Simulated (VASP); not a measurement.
# C (Pm-3m) in VASP: a series of runs

C is run at these levels: LDA; tasks: single point, relaxation of cell and atoms.

Everything below comes from runs of VASP 6.6.1. Logs are shortened: lines on timing, memory, paths and dates and some standing lists are left out, and cuts for length are marked.

## (1) The cell of the first run

The structure is cubic, space group Pm-3m (No. 221). Conventional cell: a = 1.503 Å, b = 1.503 Å, c = 1.503 Å, α = 90.00°, β = 90.00°, γ = 90.00°. Within 2.0 Å of C (site symmetry m-3m) lie 6 C at 1.50 Å.

## (2) Single point, LDA

Contents of INCAR:

```
SYSTEM = C
PREC = Accurate ; ENCUT = 520
EDIFF = 1E-6 ; ISMEAR = -1
SIGMA = 0.1 ; LREAL = .False.
LASPH = .True. ; NELM = 100
ALGO = Normal ; ISIF = 2
LWAVE = .False. ; LCHARG = .False.
NBANDS = 8
```

Contents of KPOINTS:

```
Automatic mesh
0
Gamma
  25 25 25
  0 0 0
```

Contents of POSCAR:

```
C
1.0
    1.5031394341      0.0000000000      0.0000000000
    0.0000000000      1.5031394341      0.0000000000
    0.0000000000      0.0000000000      1.5031394341
C
1
Direct
    0.0000000000      0.0000000000      0.0000000000
```

Potentials or basis: VASP PAW LDA potentials, release 64 (C).

Run with:

```bash
cat potpaw_LDA.64/C/POTCAR > POTCAR
mpirun -np 1 vasp_std > vasp.out
```

OUTCAR:

```text
SYSTEM = C
   PREC = Accurate
   ENCUT = 520
   EDIFF = 1E-6
   ISMEAR = -1
   LREAL = .False.
   LASPH = .True.
   NELM = 100
   ISIF = 2

 ion  position               nearest neighbor table
   1  0.000  0.000  0.000-

  LATTYP: Found a simple cubic cell.
 ALAT       =     1.5031394341

  Lattice vectors:

 A1 = (   1.5031394341,   0.0000000000,   0.0000000000)
 A2 = (   0.0000000000,   1.5031394341,   0.0000000000)
 A3 = (   0.0000000000,   0.0000000000,   1.5031394341)

Analysis of symmetry for initial positions (statically):
=====================================================================
 Subroutine PRICEL returns:
 Original cell was already a primitive cell.

 Routine SETGRP: Setting up the symmetry group for a
 simple cubic supercell.

 Subroutine GETGRP returns: Found 48 space group operations
 (whereof 48 operations were pure point group operations)
 out of a pool of 48 trial point group operations.

The static configuration has the point symmetry O_h .

Analysis of symmetry for dynamics (positions and initial velocities):
=====================================================================
 Subroutine PRICEL returns:
 Original cell was already a primitive cell.

 Routine SETGRP: Setting up the symmetry group for a
 simple cubic supercell.

 Subroutine GETGRP returns: Found 48 space group operations
 (whereof 48 operations were pure point group operations)
 out of a pool of 48 trial point group operations.

The dynamic configuration has the point symmetry O_h .

 Subroutine INISYM returns: Found 48 space group operations
 (whereof 48 operations are pure point group operations),
 and found     1 'primitive' translations

----------------------------------------------------------------------------------------

                                     Primitive cell

  volume of cell :       3.3962

  direct lattice vectors                    reciprocal lattice vectors
     1.503139434  0.000000000  0.000000000     0.665274277  0.000000000  0.000000000
     0.000000000  1.503139434  0.000000000     0.000000000  0.665274277  0.000000000
     0.000000000  0.000000000  1.503139434     0.000000000  0.000000000  0.665274277

  length of vectors
     1.503139434  1.503139434  1.503139434     0.665274277  0.665274277  0.665274277

  position of ions in fractional coordinates (direct lattice)
     0.000000000  0.000000000  0.000000000

  ion indices of the primitive-cell ions
   primitive index   ion index
                 1           1

----------------------------------------------------------------------------------------

 KPOINTS: Automatic mesh

Automatic generation of k-mesh.
 Grid dimensions read from file:
 generate k-points for:   25   25   25

 Generating k-lattice:

  Cartesian coordinates                     Fractional coordinates (reciprocal lattice)
     0.026610971  0.000000000  0.000000000     0.040000000  0.000000000  0.000000000
     0.000000000  0.026610971  0.000000000     0.000000000  0.040000000  0.000000000
     0.000000000  0.000000000  0.026610971     0.000000000  0.000000000  0.040000000

  Length of vectors
     0.026610971  0.026610971  0.026610971

  Shift w.r.t. Gamma in fractional coordinates (k-lattice)
     0.000000000  0.000000000  0.000000000

 Subroutine IBZKPT returns following result:
 ===========================================

 Found    455 irreducible k-points:

 Following reciprocal coordinates:
            Coordinates               Weight
  0.000000  0.000000  0.000000      1.000000
  0.040000  0.000000  0.000000      6.000000
  0.080000  0.000000  0.000000      6.000000
  0.120000  0.000000  0.000000      6.000000
  0.160000  0.000000  0.000000      6.000000
  0.200000  0.000000  0.000000      6.000000
[... 16 lines left out ...]
  0.400000  0.040000  0.000000     24.000000
  0.440000  0.040000  0.000000     24.000000
 [... further k-points ...]
   k-points           NKPTS =    455   k-points in BZ     NKDIM =    455   number of bands    NBANDS=      8
   number of dos      NEDOS =    301   number of ions     NIONS =      1
   total plane-waves  NPLWV =   1728
   dimension x,y,z NGX =    12 NGY =   12 NGZ =   12
   dimension x,y,z NGXF=    24 NGYF=   24 NGZF=   24
   ions per type =               1
   NGX,Y,Z   is equivalent  to a cutoff of  13.27, 13.27, 13.27 a.u.
   NGXF,Y,Z  is equivalent  to a cutoff of  26.54, 26.54, 26.54 a.u.
 SYSTEM =  C
   PREC   = accura    normal or accurate (medium, high low for compatibility)
   ISTART =      0    job   : 0-new  1-cont  2-samecut
   ICHARG =      2    charge: 1-file 2-atom 10-const
   ISPIN  =      1    spin polarized calculation?
   LNONCOLLINEAR =      F non collinear calculations
   LSORBIT =      F    spin-orbit coupling
   LASPH  =      T    aspherical Exc in radial PAW
   ENCUT  =  520.0 eV  38.22 Ry    6.18 a.u.   2.79  2.79  2.79*2*pi/ulx,y,z
   NELM   =    100;   NELMIN=  2; NELMDL= -5     # of ELM steps
   EDIFF  = 0.1E-05   stopping-criterion for ELM
   LREAL  =      F    real-space projection
   EDIFFG = 0.1E-04   stopping-criterion for IOM
   NSW    =      0    number of steps for IOM
   IBRION =     -1    ionic relax: 0-MD 1-quasi-New 2-CG
   NFREE  =      0    steps in history (QN), initial steepest desc. (CG)
   ISIF   =      2    stress and relaxation
   ISYM   =      2    0-nonsym 1-usesym 2-fastsym
   POTIM  = 0.5000    time-step for ionic-motion
   TEBEG  =    0.0;   TEEND  =   0.0 temperature during run
   PSTRESS=    0.0 pullay stress
   NELECT =       4.0000    total number of electrons
   NUPDOWN=      -1.0000    fix difference up-down
   EMIN   =  10.00;   EMAX   =-10.00  energy-range for DOS
   EFERMI =   0.00;   METHOD = LEGACY
   ISMEAR =    -1;   SIGMA  =   0.10  broadening in eV -4-tet -1-fermi 0-gaus
   EFERMI_NEDOS =   21; number of points for ismear=-14 and -15
   IALGO  =     38    algorithm
   IMIX   =      4    mixing-type and parameters
     AMIX     =   0.40;   BMIX     =  1.00
     AMIX_MAG =   1.60;   BMIX_MAG =  1.00
  volume/ion in A,a.u.               =       3.40        22.92
  Fermi-wavevector in a.u.,A,eV,Ry     =   1.728870  3.267090 40.667677  2.988990
  Thomas-Fermi vector in A             =   2.803722
   LORBIT       =      0    0 simple, 1 ext, 2 COOP (PROOUT), +10 PAW based schemes
   GGA     = CA    functional components
   LHFCALC =     F    Hartree Fock is set to
   AEXX    =    0.0000 exact exchange contribution
   IVDW    =     0    specifies the selected vdW correction
   LEPSILON=     F    determine dielectric tensor
   LRPA    =     F    only Hartree local field effects (RPA)
 non-spin polarized calculation
  energy-cutoff  :      520.00
  volume of cell :        3.40
 maximum number of plane-waves:        98
 NGX is ok and might be reduce to    12
   NGX =  5   NGY =  5   NGZ =  5

 number of electron       4.0000001 magnetization

 Free energy of the ion-electron system (eV)
  ---------------------------------------------------
  ext. energy  EPLUGINS =         0.00000000
  ---------------------------------------------------
  free energy    TOTEN  =        -5.82048805 eV

  energy without entropy =       -5.81599842  energy(sigma->0) =       -5.81824324

 E-fermi :  21.1983     XC(G=0): -16.4996

 val. band max:       21.1887748705   @ k =   0.4800   0.4000   0.2800
 cond. band min:      21.2371514453   @ k =   0.4000   0.3200   0.3200
 fundamental gap:      0.0483765748
 Fermi energy:        21.1982833654

 k-point     1 :       0.0000    0.0000    0.0000
  band No.  band energies     occupation
      1     -10.3998      2.00000
      2      34.2897      0.00000
      3      34.2897      0.00000
      4      34.2897      0.00000
      5      51.8668      0.00000
      6      51.8668      0.00000
      7      66.3924      0.00000
      8      97.1488      0.00000

 k-point     2 :       0.0400    0.0000    0.0000
  band No.  band energies     occupation
      1     -10.3169      2.00000
      2      33.4364      0.00000
      3      34.3595      0.00000
      4      34.3595      0.00000
      5      51.9669      0.00000
      6      52.8350      0.00000
      7      66.3012      0.00000
      8      96.4878      0.00000

 k-point     3 :       0.0800    0.0000    0.0000
  band No.  band energies     occupation
      1     -10.0686      2.00000
      2      31.2944      0.00000
      3      34.5653      0.00000
      4      34.5653      0.00000
      5      52.2669      0.00000
      6      55.3010      0.00000
      7      66.0398      0.00000
      8      94.6020      0.00000

 k-point     4 :       0.1200    0.0000    0.0000
  band No.  band energies     occupation
      1      -9.6547      2.00000
      2      28.5263      0.00000
      3      34.9051      0.00000
      4      34.9051      0.00000
      5      52.7651      0.00000
      6      58.5395      0.00000
      7      65.6815      0.00000
      8      91.9317      0.00000

 k-point     5 :       0.1600    0.0000    0.0000
  band No.  band energies     occupation
      1      -9.0762      2.00000
      2      25.5244      0.00000
      3      35.3678      0.00000
      4      35.3678      0.00000
      5      53.4588      0.00000
      6      61.8314      0.00000
      7      65.5401      0.00000
      8      88.8600      0.00000
[... 177 lines left out ...]
 k-point    22 :       0.3600    0.0400    0.0000
  band No.  band energies     occupation
      1      -3.7201      2.00000
      2      11.2699      2.00000
      3      38.2059      0.00000
      4      38.8165      0.00000
      5      60.0850      0.00000
      6      60.4409      0.00000
      7      74.1997      0.00000
      8      75.0053      0.00000

 k-point    23 :       0.4000    0.0400    0.0000
  band No.  band energies     occupation
      1      -2.2491      2.00000
      2       8.8552      2.00000
      3      38.8536      0.00000
      4      39.4306      0.00000
      5      59.8094      0.00000
      6      61.5979      0.00000
      7      72.3553      0.00000
      8      73.2546      0.00000

 k-point    24 :       0.4400    0.0400    0.0000
  band No.  band energies     occupation
      1      -0.7342      2.00000
      2       6.7098      2.00000
      3      39.3439      0.00000
      4      39.8912      0.00000
      5      59.3759      0.00000
      6      62.9560      0.00000
      7      70.9342      0.00000
      8      72.0323      0.00000

 [... further k-points ...]
[... 5 lines left out ...]
  --------------------------------------------------------------------------------------
  -------------------------------------------------------------------------------------
  Total        8.3605897      8.3605897      8.3605897     -0.0000000      0.0000000      0.0000000
  in kB     3944.1160699   3944.1160699   3944.1160699     -0.0000000      0.0000000      0.0000000
  external PRESSURE =    3944.1160699 kB  Pullay stress =       0.0000000 kB

 VOLUME and BASIS-vectors are now :
 -----------------------------------------------------------------------------
  energy-cutoff  :      520.00
  volume of cell :        3.40
      direct lattice vectors                 reciprocal lattice vectors
     1.503139434  0.000000000  0.000000000     0.665274277  0.000000000  0.000000000
     0.000000000  1.503139434  0.000000000     0.000000000  0.665274277  0.000000000
     0.000000000  0.000000000  1.503139434     0.000000000  0.000000000  0.665274277

 POSITION                                       TOTAL-FORCE (eV/Angst)
 -----------------------------------------------------------------------------------
      0.00000      0.00000      0.00000         0.000000      0.000000      0.000000
 -----------------------------------------------------------------------------------
    total drift:                                0.000000     -0.000000     -0.000000

  FREE ENERGIE OF THE ION-ELECTRON SYSTEM (eV)
  ---------------------------------------------------
  free  energy   TOTEN  =        -5.8204880503 eV

  energy  without entropy=       -5.8159984241  energy(sigma->0) =       -5.81824324
```

Wall time 8.4 s (1 thread of Intel Xeon 8259CL, shared host); peak memory 0.11 GiB.

Results:

```
Free energy            : -5.8205 eV
Pressure               : 394.4 GPa
Band gap on the k mesh : zero (band 2 reaches 34.29 eV, above the bottom of band 3 at 18.56 eV)
```

Levels at points of the mesh, in eV from the Fermi level:
```csv
k point,band 1,band 2,band 3,band 4,band 5
"(0.00, 0.00, 0.00)",-31.60,13.09,13.09,13.09,30.67
```

[end of part 1 of 2]
